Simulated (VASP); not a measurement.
Set up this calculation in VASP 6.6.1, as the native input.

```yaml
Task: single point
Functional: r2SCAN
Potentials_or_basis: VASP PAW PBE potentials, release 64 (B, P)
Cutoff: 520 eV
k_mesh: 8 × 8 × 8
Occupations: gaussian, width 0.01 eV
Spin: no spin polarisation
Dipole_correction: no
Further_INCAR_settings: ALGO = Normal; EDIFF = 1e-06; NBANDS = 11
```

BP:

```xyz
2
Lattice="0.0000 2.2683 2.2683 2.2683 0.0000 2.2683 2.2683 2.2683 0.0000" Properties=species:S:1:pos:R:3 pbc="T T T"
B     0.0000    0.0000    0.0000
P     1.1342    1.1342    1.1342
```

These files were run (other wordings do the same):

POSCAR

```
BP
1.0
    0.0000000000      2.2683155573      2.2683155573
    2.2683155573      0.0000000000      2.2683155573
    2.2683155573      2.2683155573      0.0000000000
B P
1 1
Direct
    0.0000000000      0.0000000000      0.0000000000
    0.2500000000      0.2500000000      0.2500000000
```

INCAR.step1

```
SYSTEM = BP
PREC = Accurate ; ENCUT = 520
ISMEAR = 0 ; SIGMA = 0.01
LREAL = .FALSE. ; LASPH = .TRUE.
NELM = 100 ; NBANDS = 11
GGA = PE ; ALGO = Normal
EDIFF = 1E-4 ; LWAVE = .TRUE.
LCHARG = .FALSE.
```

INCAR.step2

```
SYSTEM = BP
PREC = Accurate ; ENCUT = 520
EDIFF = 1E-6 ; ISMEAR = 0
SIGMA = 0.01 ; LREAL = .FALSE.
LASPH = .TRUE. ; NELM = 100
ALGO = Normal ; ISIF = 2
LWAVE = .FALSE. ; LCHARG = .FALSE.
METAGGA = R2SCAN ; LMIXTAU = .TRUE.
NBANDS = 11 ; ISTART = 1
```

KPOINTS

```
regular mesh
0
G
  8 8 8
  0 0 0
```

Potentials or basis: VASP PAW PBE potentials, release 64 (B, P).

The run is started by

```bash
$ cat potpaw_PBE.64/B/POTCAR potpaw_PBE.64/P/POTCAR > POTCAR
$ cp INCAR.step1 INCAR
$ mpirun -np 1 vasp_std > vasp.out
$ cp INCAR.step2 INCAR
$ mpirun -np 1 vasp_std > vasp.out
```

Results of the run:

The pressure is -0.5 GPa. The band gap on the k mesh is 1.48 eV, indirect (least direct gap 3.64 eV).

Caveat: the PAW data sets were made with another functional, which shifts forces and pressure a little.

Run time: 68 s on 1 thread of Intel Xeon 6975P-C, with other jobs on the host, peak memory 0.11 GiB.
